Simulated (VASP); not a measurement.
# Sb (Im-3m) in VASP: a series of runs

The runs below take Sb through single point, with PBE.

All numbers are computed with VASP 6.6.1; they aren't measurements. Logs are shortened: lines on timing, memory, paths and dates and some standing lists are left out, and cuts for length are marked.

## 1. The cell of the first run

The structure is cubic, space group Im-3m (No. 229). The conventional cell has a = 3.654 Å, b = 3.654 Å, c = 3.654 Å, α = 90.00°, β = 90.00°, γ = 90.00°. Sb (site symmetry m-3m) has 14 Sb at 3.16 to 3.65 Å within 4.2 Å.

## 2. Single point, PBE

INCAR

```
SYSTEM = Sb
PREC = Accurate
ENCUT = 520
EDIFF = 1E-7
ISMEAR = -1
SIGMA = 0.1
LREAL = .FALSE.
LASPH = .TRUE.
NELM = 60
ALGO = Normal
ISIF = 2
LWAVE = .FALSE.
LCHARG = .FALSE.
GGA = PE
NBANDS = 8
```

KPOINTS

```
regular mesh
0
G
  15 15 15
  0 0 0
```

POSCAR

```
Sb
1.0
   -1.8270417845      1.8270417845      1.8270417845
    1.8270417845     -1.8270417845      1.8270417845
    1.8270417845      1.8270417845     -1.8270417845
Sb
1
Direct
    0.0000000000      0.0000000000      0.0000000000
```

Potentials or basis: VASP PAW PBE potentials, release 64 (Sb).

Command:

```
$ cat potpaw_PBE.64/Sb/POTCAR > POTCAR
$ mpirun -np 1 vasp_std > vasp.out
```

OUTCAR:

```text
SYSTEM = Sb
   PREC = Accurate
   ENCUT = 520
   EDIFF = 1E-7
   ISMEAR = -1
   LREAL = .FALSE.
   LASPH = .TRUE.
   NELM = 60
   ISIF = 2
   GGA = PE

 ion  position               nearest neighbor table
   1  0.000  0.000  0.000-

  LATTYP: Found a body centered cubic cell.
 ALAT       =     3.6540835690

  Lattice vectors:

 A1 = (  -1.8270417845,   1.8270417845,   1.8270417845)
 A2 = (   1.8270417845,  -1.8270417845,   1.8270417845)
 A3 = (   1.8270417845,   1.8270417845,  -1.8270417845)

Analysis of symmetry for initial positions (statically):
=====================================================================
 Subroutine PRICEL returns:
 Original cell was already a primitive cell.

 Routine SETGRP: Setting up the symmetry group for a
 body centered cubic supercell.

 Subroutine GETGRP returns: Found 48 space group operations
 (whereof 48 operations were pure point group operations)
 out of a pool of 48 trial point group operations.

The static configuration has the point symmetry O_h .

Analysis of symmetry for dynamics (positions and initial velocities):
=====================================================================
 Subroutine PRICEL returns:
 Original cell was already a primitive cell.

 Routine SETGRP: Setting up the symmetry group for a
 body centered cubic supercell.

 Subroutine GETGRP returns: Found 48 space group operations
 (whereof 48 operations were pure point group operations)
 out of a pool of 48 trial point group operations.

The dynamic configuration has the point symmetry O_h .

 Subroutine INISYM returns: Found 48 space group operations
 (whereof 48 operations are pure point group operations),
 and found     1 'primitive' translations

----------------------------------------------------------------------------------------

                                     Primitive cell

  volume of cell :      24.3953

  direct lattice vectors                    reciprocal lattice vectors
    -1.827041784  1.827041784  1.827041784     0.000000000  0.273666429  0.273666429
     1.827041784 -1.827041784  1.827041784     0.273666429  0.000000000  0.273666429
     1.827041784  1.827041784 -1.827041784     0.273666429  0.273666429  0.000000000

  length of vectors
     3.164529198  3.164529198  3.164529198     0.387022775  0.387022775  0.387022775

  position of ions in fractional coordinates (direct lattice)
     0.000000000  0.000000000  0.000000000

  ion indices of the primitive-cell ions
[... 69 lines left out ...]
   LNONCOLLINEAR =      F non collinear calculations
   LSORBIT =      F    spin-orbit coupling
   LASPH  =      T    aspherical Exc in radial PAW
   ENCUT  =  520.0 eV  38.22 Ry    6.18 a.u.   5.88  5.88  5.88*2*pi/ulx,y,z
   NELM   =     60;   NELMIN=  2; NELMDL= -5     # of ELM steps
   EDIFF  = 0.1E-06   stopping-criterion for ELM
   LREAL  =      F    real-space projection
   EDIFFG = 0.1E-05   stopping-criterion for IOM
   NSW    =      0    number of steps for IOM
   IBRION =     -1    ionic relax: 0-MD 1-quasi-New 2-CG
   NFREE  =      0    steps in history (QN), initial steepest desc. (CG)
   ISIF   =      2    stress and relaxation
   ISYM   =      2    0-nonsym 1-usesym 2-fastsym
   POTIM  = 0.5000    time-step for ionic-motion
   TEBEG  =    0.0;   TEEND  =   0.0 temperature during run
   PSTRESS=    0.0 pullay stress
   NELECT =       5.0000    total number of electrons
   NUPDOWN=      -1.0000    fix difference up-down
   EMIN   =  10.00;   EMAX   =-10.00  energy-range for DOS
   EFERMI =   0.00;   METHOD = LEGACY
   ISMEAR =    -1;   SIGMA  =   0.10  broadening in eV -4-tet -1-fermi 0-gaus
   EFERMI_NEDOS =   21; number of points for ismear=-14 and -15
   IALGO  =     38    algorithm
   IMIX   =      4    mixing-type and parameters
     AMIX     =   0.40;   BMIX     =  1.00
     AMIX_MAG =   1.60;   BMIX_MAG =  1.00
  volume/ion in A,a.u.               =      24.40       164.63
  Fermi-wavevector in a.u.,A,eV,Ry     =   0.965228  1.824016 12.676060  0.931664
  Thomas-Fermi vector in A             =   2.094926
   LORBIT       =      0    0 simple, 1 ext, 2 COOP (PROOUT), +10 PAW based schemes
   GGA     = PE    functional components
   LHFCALC =     F    Hartree Fock is set to
   AEXX    =    0.0000 exact exchange contribution
   IVDW    =     0    specifies the selected vdW correction
   LEPSILON=     F    determine dielectric tensor
   LRPA    =     F    only Hartree local field effects (RPA)
 non-spin polarized calculation
  energy-cutoff  :      520.00
  volume of cell :       24.40
 maximum number of plane-waves:       682
   NGX = 11   NGY = 11   NGZ = 11

 number of electron       5.0000001 magnetization

 Free energy of the ion-electron system (eV)
  ---------------------------------------------------
  ext. energy  EPLUGINS =         0.00000000
  ---------------------------------------------------
  free energy    TOTEN  =        -3.85397456 eV

  energy without entropy =       -3.83507472  energy(sigma->0) =       -3.84452464

 E-fermi :   9.7974     XC(G=0): -10.6679

 val. band max:        9.7926738306   @ k =   0.2667   0.1333   0.0667
 cond. band min:       9.8374920059   @ k =  -0.2667   0.3333   0.2000
 fundamental gap:      0.0448181753
 Fermi energy:         9.7973998785

 k-point     1 :       0.0000    0.0000    0.0000
  band No.  band energies     occupation
      1      -3.8611      2.00000
      2      16.1062      0.00000
      3      16.1062      0.00000
      4      16.1062      0.00000
      5      20.7322      0.00000
      6      20.7322      0.00000
      7      20.7322      0.00000
      8      21.6708      0.00000
[... 243 lines left out ...]
 k-point    24 :       0.4000    0.2000    0.0000
  band No.  band energies     occupation
      1       1.3180      2.00000
      2       4.3021      2.00000
      3       8.1949      2.00000
      4      12.5727      0.00000
      5      18.1944      0.00000
      6      21.0972      0.00000
      7      22.6126      0.00000
      8      22.8212      0.00000

 [... further k-points ...]
[... 5 lines left out ...]
  --------------------------------------------------------------------------------------
  -------------------------------------------------------------------------------------
  Total        1.2604112      1.2604112      1.2604112      0.0000000      0.0000000      0.0000000
  in kB       82.7784715     82.7784715     82.7784715      0.0000000      0.0000000      0.0000000
  external PRESSURE =      82.7784715 kB  Pullay stress =       0.0000000 kB

 VOLUME and BASIS-vectors are now :
 -----------------------------------------------------------------------------
  energy-cutoff  :      520.00
  volume of cell :       24.40
      direct lattice vectors                 reciprocal lattice vectors
    -1.827041784  1.827041784  1.827041784     0.000000000  0.273666429  0.273666429
     1.827041784 -1.827041784  1.827041784     0.273666429  0.000000000  0.273666429
     1.827041784  1.827041784 -1.827041784     0.273666429  0.273666429  0.000000000

 POSITION                                       TOTAL-FORCE (eV/Angst)
 -----------------------------------------------------------------------------------
      0.00000      0.00000      0.00000        -0.000000      0.000000      0.000000
 -----------------------------------------------------------------------------------
    total drift:                                0.000000     -0.000000     -0.000000

  FREE ENERGIE OF THE ION-ELECTRON SYSTEM (eV)
  ---------------------------------------------------
  free  energy   TOTEN  =        -3.8539745580 eV

  energy  without entropy=       -3.8350747250  energy(sigma->0) =       -3.84452464
```

Wall time 14 s (1 thread of Intel Xeon 6975P-C, shared host); peak memory 0.15 GiB.

What came out:

- Free energy: -3.8540 eV
- Pressure: 8.3 GPa

Caveat: spin-orbit coupling is left out, which moves the levels of the heavy elements.

## 3. Single point, PBE

INCAR

```
ALGO     = Normal         # electronic algorithm
EDIFF    = 1E-6           # SCF threshold, eV
ENCUT    = 520            # plane-wave cutoff, eV
GGA      = PE             # functional
ISIF     = 2              # what is computed and relaxed
ISMEAR   = -1             # smearing method
LASPH    = T              # aspherical terms in the spheres
LCHARG   = T              # write CHGCAR
LELF     = T              # ELF
LREAL    = F              # projectors in reciprocal space
LVHAR    = T            
LWAVE    = F              # write WAVECAR
NBANDS   = 8              # bands
NELM     = 80             # most SCF steps
PREC     = Accurate       # precision mode
SIGMA    = 0.1            # smearing width, eV
```

KPOINTS

```
k-points
0
Gamma
  15 15 15
```

POSCAR is that of step 2.

Potentials or basis: VASP PAW PBE potentials, release 64 (Sb).

Command:

```
$ cat potpaw_PBE.64/Sb/POTCAR > POTCAR
$ mpirun -np 1 vasp_std > vasp.out
```

It took 8.5 s on 1 thread of Intel Xeon 6975P-C, shared host; peak memory 0.15 GiB.

Results (log left out):

```
Free energy : -3.8540 eV
Pressure    : 8.3 GPa
```

Levels at points of the mesh, in eV from the Fermi level:
```
           k point  band 1  band 2  band 3  band 4  band 5  band 6
(0.00, 0.00, 0.00)  -13.66    6.31    6.31    6.31   10.93   10.93
```

Caveat: spin-orbit coupling is left out, which moves the levels of the heavy elements.
